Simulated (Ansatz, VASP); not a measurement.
# One calculation of C, two programs

```
C
1.0
     2.45572    0.00000    0.00000
    -1.22786    2.12671    0.00000
     0.00000    0.00000    7.04617
C
4
Direct
  0.00000 0.00000 0.00250
  0.00000 0.00000 0.50250
  0.33333 0.66667 0.00250
  0.66667 0.33333 0.50250
```

Alike in both runs: functional r2SCAN; k mesh 20 × 20 × 7; occupations fermi-dirac, width 0.1 eV; no spin polarisation.

Ansatz relaxed the structure, and its values are those at the end. VASP's run is a single point on that final structure, the one shown.

|  | VASP | Ansatz |
| --- | --- | --- |
| version | VASP 6.6.1 | Ansatz 0.2.0 |
| potentials or method | VASP PAW PBE potentials, release 64 (C), cutoff 520 eV | plane waves, PAW |
| valence electrons in the cell | 16 | 16 |

|  | VASP | Ansatz | Ansatz less VASP |
| --- | --- | --- | --- |
| pressure (GPa) | 0.7 | 0.0 | -0.70 |

VASP's potentials were made for PBE, not for r2SCAN.
